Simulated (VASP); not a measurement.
# GaP (F-43m) in VASP: vibrations by perturbation theory with PBE

Aim: the vibrations by perturbation theory of GaP with PBE.

Everything below comes from runs of VASP 6.6.1. Logs are shortened: lines on timing, memory, paths and dates and some standing lists are left out, and cuts for length are marked.

**1. The cell of the first run**

It takes space group F-43m (No. 216, cubic). The conventional cell has a = 5.506 Å, b = 5.506 Å, c = 5.506 Å, α = 90.00°, β = 90.00°, γ = 90.00°. Within 3.1 Å of Ga (site symmetry -43m) lie 4 P at 2.38 Å. P (site symmetry -43m) has 4 Ga at 2.38 Å within 3.1 Å.

**2. Vibrations by perturbation theory, PBE**

File INCAR:

```
SYSTEM = GaP
PREC = Accurate ; ENCUT = 500
EDIFF = 1E-8 ; ISMEAR = 0
SIGMA = 0.01 ; LREAL = .FALSE.
LASPH = .TRUE. ; NELM = 120
ALGO = Normal ; ISIF = 2
LWAVE = .FALSE. ; LCHARG = .FALSE.
GGA = PE ; NBANDS = 16
IBRION = 8 ; NSW = 1
LEPSILON = .TRUE. ; GGA_COMPAT = .FALSE.
```

File KPOINTS:

```
regular mesh
0
G
  8 8 8
  0 0 0
```

File POSCAR:

```
GaP
1.0
    0.0000000000      2.7529862395      2.7529862395
    2.7529862395      0.0000000000      2.7529862395
    2.7529862395      2.7529862395      0.0000000000
Ga P
1 1
Direct
    0.0000000000      0.0000000000      0.0000000000
    0.2500000000      0.2500000000      0.2500000000
```

Potentials or basis: VASP PAW PBE potentials, release 64 (Ga_d, P).

Started as:

```sh
cat potpaw_PBE.64/Ga_d/POTCAR potpaw_PBE.64/P/POTCAR > POTCAR
mpirun -np 1 vasp_std > vasp.out
```

OUTCAR:

```text
SYSTEM = GaP
   PREC = Accurate
   ENCUT = 500
   EDIFF = 1E-8
   ISMEAR = 0
   LREAL = .FALSE.
   LASPH = .TRUE.
   NELM = 120
   ISIF = 2
   GGA = PE
   IBRION = 8
   NSW = 1
   LEPSILON = .TRUE.

 ion  position               nearest neighbor table
   1  0.000  0.000  0.000-   2 2.38   2 2.38   2 2.38   2 2.38
   2  0.250  0.250  0.250-   1 2.38   1 2.38   1 2.38   1 2.38

  LATTYP: Found a face centered cubic cell.
 ALAT       =     5.5059724790

  Lattice vectors:

 A1 = (   0.0000000000,   2.7529862395,   2.7529862395)
 A2 = (   2.7529862395,   0.0000000000,   2.7529862395)
 A3 = (   2.7529862395,   2.7529862395,   0.0000000000)

Analysis of symmetry for initial positions (statically):
=====================================================================
 Subroutine PRICEL returns:
 Original cell was already a primitive cell.

 Routine SETGRP: Setting up the symmetry group for a
 face centered cubic supercell.

 Subroutine GETGRP returns: Found 24 space group operations
 (whereof 24 operations were pure point group operations)
 out of a pool of 48 trial point group operations.

The static configuration has the point symmetry T_d .

Analysis of symmetry for dynamics (positions and initial velocities):
=====================================================================
 Subroutine PRICEL returns:
 Original cell was already a primitive cell.

 Routine SETGRP: Setting up the symmetry group for a
 face centered cubic supercell.

 Subroutine GETGRP returns: Found 24 space group operations
 (whereof 24 operations were pure point group operations)
 out of a pool of 48 trial point group operations.

The dynamic configuration has the point symmetry T_d .

 Subroutine INISYM returns: Found 24 space group operations
 (whereof 24 operations are pure point group operations),
 and found     1 'primitive' translations

----------------------------------------------------------------------------------------

                                     Primitive cell

  volume of cell :      41.7294

  direct lattice vectors                    reciprocal lattice vectors
     0.000000000  2.752986240  2.752986240    -0.181620959  0.181620959  0.181620959
     2.752986240  0.000000000  2.752986240     0.181620959 -0.181620959  0.181620959
     2.752986240  2.752986240  0.000000000     0.181620959  0.181620959 -0.181620959

  length of vectors
     3.893310477  3.893310477  3.893310477     0.314576728  0.314576728  0.314576728

  position of ions in fractional coordinates (direct lattice)
     0.000000000  0.000000000  0.000000000
     0.250000000  0.250000000  0.250000000

  ion indices of the primitive-cell ions
   primitive index   ion index
                 1           1
                 2           2

----------------------------------------------------------------------------------------

 KPOINTS: regular mesh

Automatic generation of k-mesh.
 Grid dimensions read from file:
 generate k-points for:    8    8    8

 Generating k-lattice:

  Cartesian coordinates                     Fractional coordinates (reciprocal lattice)
    -0.022702620  0.022702620  0.022702620     0.125000000  0.000000000  0.000000000
     0.022702620 -0.022702620  0.022702620     0.000000000  0.125000000  0.000000000
     0.022702620  0.022702620 -0.022702620     0.000000000  0.000000000  0.125000000

  Length of vectors
     0.039322091  0.039322091  0.039322091

  Shift w.r.t. Gamma in fractional coordinates (k-lattice)
     0.000000000  0.000000000  0.000000000

 Subroutine IBZKPT returns following result:
 ===========================================

 Found     29 irreducible k-points:

[... 562 lines left out ...]
  energy-cutoff  :      500.00
  volume of cell :       41.73
      direct lattice vectors                 reciprocal lattice vectors
     0.000000000  2.752986240  2.752986240    -0.181620959  0.181620959  0.181620959
     2.752986240  0.000000000  2.752986240     0.181620959 -0.181620959  0.181620959
     2.752986240  2.752986240  0.000000000     0.181620959  0.181620959 -0.181620959

 POSITION                                       TOTAL-FORCE (eV/Angst)
 -----------------------------------------------------------------------------------
      0.00000      0.00000      0.00000        -0.000000     -0.000000     -0.000000
      1.37649      1.37649      1.37649         0.000000      0.000000      0.000000
 -----------------------------------------------------------------------------------
    total drift:                                0.000001      0.000001      0.000001

  FREE ENERGIE OF THE ION-ELECTRON SYSTEM (eV)
  ---------------------------------------------------
  free  energy   TOTEN  =        -9.1254601250 eV

  energy  without entropy=       -9.1254601250  energy(sigma->0) =       -9.12546012

 HEAD OF MICROSCOPIC STATIC DIELECTRIC TENSOR (INDEPENDENT PARTICLE, excluding Hartree and local field effects)
 ------------------------------------------------------
          12.130051     0.000000     0.000000
           0.000000    12.130051     0.000000
          -0.000000     0.000000    12.130051
 ------------------------------------------------------

 Free energy of the ion-electron system (eV)
  ---------------------------------------------------
  ---------------------------------------------------
  free energy    TOTEN  =        -1.32174916 eV

  energy without entropy =       -1.32174916

------------------------ aborting loop because EDIFF is reached ----------------------------------------

--------------------------------------- Ionic step        2  -------------------------------------------

------------------------ aborting loop because EDIFF is reached ----------------------------------------

--------------------------------------- Ionic step        3  -------------------------------------------

------------------------ aborting loop because EDIFF is reached ----------------------------------------

 PIEZOELECTRIC TENSOR FIELD DIRECTION 3  (e Angst)
 -----------------------------------------------------------------------------
    -0.00024 -2.15727  0.00000           (  0.00000 -0.03338  0.00000)
    -2.15727 -0.00024  0.00000           ( -0.03338  0.00000  0.00000)
     0.00000  0.00000 -0.00134           (  0.00000  0.00000 -0.00000)

 PIEZOELECTRIC TENSOR FIELD DIRECTION 3  (C/m^2)
 -----------------------------------------------------------------------------
    -0.00009 -0.82827  0.00000
    -0.82827 -0.00009  0.00000
     0.00000  0.00000 -0.00052

--------------------------------------- Ionic step        4  -------------------------------------------

------------------------ aborting loop because EDIFF is reached ----------------------------------------

[... ionic steps 5 to 6 ...]

--------------------------------------- Ionic step        7  -------------------------------------------

 Free energy of the ion-electron system (eV)
  ---------------------------------------------------
  ---------------------------------------------------
  free energy    TOTEN  =        -0.04780921 eV

  energy without entropy =       -0.04780921

------------------------ aborting loop because EDIFF is reached ----------------------------------------

 INTERNAL STRAIN TENSOR  FOR ION    2  DIRECTION 1   (eV/Angst):
 -----------------------------------------------------------------------------
     0.01189  0.00000  0.00000
     0.00000 -0.00369 -6.30098
     0.00000 -6.30098 -0.00369

 MACROSCOPIC STATIC DIELECTRIC TENSOR (including local field effects in DFT)
 ------------------------------------------------------
          11.609586    -0.000000     0.000000
          -0.000000    11.609586     0.000000
          -0.000000    -0.000000    11.609586
 ------------------------------------------------------

 PIEZOELECTRIC TENSOR (including local field effects)  for field in x, y, z        (e  Angst)
          XX          YY          ZZ          XY          YZ          ZX
  --------------------------------------------------------------------------------
  x     0.00000     0.00000     0.00000     0.00000    -2.16488     0.00000
  y     0.00000     0.00000    -0.00000     0.00000     0.00000    -2.16488
  z     0.00000     0.00000    -0.00000    -2.16488     0.00000     0.00000

 PIEZOELECTRIC TENSOR (including local field effects)  for field in x, y, z        (C/m^2)
          XX          YY          ZZ          XY          YZ          ZX
  --------------------------------------------------------------------------------
  x     0.00000     0.00000     0.00000     0.00000    -0.83119     0.00000
  y     0.00000     0.00000    -0.00000     0.00000     0.00000    -0.83119
  z     0.00000     0.00000    -0.00000    -0.83119     0.00000     0.00000

 BORN EFFECTIVE CHARGES (including local field effects) (in |e|, cummulative output)
 ---------------------------------------------------------------------------------
 ion    1
    1     2.27391     0.00000     0.00000
    2     0.00000     2.27391     0.00000
    3    -0.00000    -0.00000     2.27391
 ion    2
    1    -2.27391     0.00000     0.00000
    2     0.00000    -2.27391     0.00000
    3     0.00000     0.00000    -2.27391

 INTERNAL STRAIN TENSOR FOR ION    2 for displacements in x,y,z  (eV/Angst):
          X           Y           Z          XY          YZ          ZX
  --------------------------------------------------------------------------------
  x     0.00000     0.00000     0.00000     0.00000    -6.30098     0.00000
  y     0.00000     0.00000     0.00000     0.00000     0.00000    -6.30098
  z     0.00000     0.00000     0.00000    -6.30098     0.00000     0.00000

 SECOND DERIVATIVES (NOT SYMMETRIZED)
 ------------------------------------
               1X          1Y          1Z          2X          2Y          2Z
  1X    -9.316271    0.000000    0.000000    9.316271    0.000000    0.000000
  1Y     0.000000   -9.316271    0.000000    0.000000    9.316271    0.000000
  1Z     0.000000    0.000000   -9.316271    0.000000    0.000000    9.316271
  2X     9.317713    0.000000    0.000000   -9.317713    0.000000    0.000000
  2Y     0.000000    9.317713    0.000000    0.000000   -9.317713    0.000000
  2Z     0.000000    0.000000    9.317713    0.000000    0.000000   -9.317713

 Eigenvectors and eigenvalues of the dynamical matrix
 ----------------------------------------------------

   1 f  =   10.304256 THz    64.743550 2PiTHz  343.712985 cm-1    42.614960 meV
             X         Y         Z           dx          dy          dz
      0.000000  0.000000  0.000000    -0.209067    0.422349   -0.292361
      1.376493  1.376493  1.376493     0.313696   -0.633716    0.438675
[... 21 lines left out ...]
   6 f/i=    0.000368 THz     0.002313 2PiTHz    0.012279 cm-1     0.001522 meV
             X         Y         Z           dx          dy          dz
      0.000000  0.000000  0.000000    -0.396710   -0.685652   -0.254832
      1.376493  1.376493  1.376493    -0.264393   -0.456963   -0.169836

--------------------------------------------------------------------------------------------------------

 MACROSCOPIC STATIC DIELECTRIC TENSOR IONIC CONTRIBUTION
 ------------------------------------------------------
           2.406544    -0.000000    -0.000000
          -0.000000     2.406544     0.000000
           0.000000     0.000000     2.406544
 ------------------------------------------------------

 ELASTIC MODULI CONTR FROM IONIC RELAXATION (kBar)
 Direction    XX          YY          ZZ          XY          YZ          ZX
 --------------------------------------------------------------------------------
 XX          -0.0000      0.0000      0.0000      0.0000     -0.0000      0.0000
 YY           0.0000     -0.0000     -0.0000      0.0000      0.0000     -0.0000
 ZZ           0.0000     -0.0000     -0.0000     -0.0000      0.0000      0.0000
 XY           0.0000      0.0000     -0.0000   -161.6578      0.0000     -0.0000
 YZ          -0.0000      0.0000      0.0000     -0.0000   -161.6578      0.0000
 ZX           0.0000     -0.0000      0.0000     -0.0000      0.0000   -161.6578
 --------------------------------------------------------------------------------

 PIEZOELECTRIC TENSOR IONIC CONTR  for field in x, y, z        (C/m^2)
          XX          YY          ZZ          XY          YZ          ZX
  --------------------------------------------------------------------------------
  x     0.00000    -0.00000    -0.00000     0.00000     0.58690    -0.00000
  y    -0.00000     0.00000    -0.00000     0.00000    -0.00000     0.58690
  z    -0.00000    -0.00000     0.00000     0.58690    -0.00000     0.00000
```

Wall time 4 min (1 thread of Intel Xeon 6975P-C (Granite Rapids), shared host); peak memory 0.27 GiB.

What came out:

```
Electronic dielectric tensor (diagonal)                 : 11.61
Born charges (mean of the diagonal)                     : Ga +2.27; P -2.27 e
Highest phonon frequency at Γ, LO-TO splitting left out : 344 cm⁻¹
```

Phonon frequencies in cm⁻¹ (negative: imaginary):
```tsv
q point	frequencies
(0.000, 0.000, 0.000)	0 0 0 344 344 344
```

Electronic dielectric tensor:
```
11.61  0.00  0.00
 0.00 11.61  0.00
 0.00  0.00 11.61
```

Born effective charge tensors (e):
atom 1, Ga
```
2.27 0.00 0.00
0.00 2.27 0.00
0.00 0.00 2.27
```
atom 2, P
```
-2.27  0.00  0.00
 0.00 -2.27  0.00
 0.00  0.00 -2.27
```
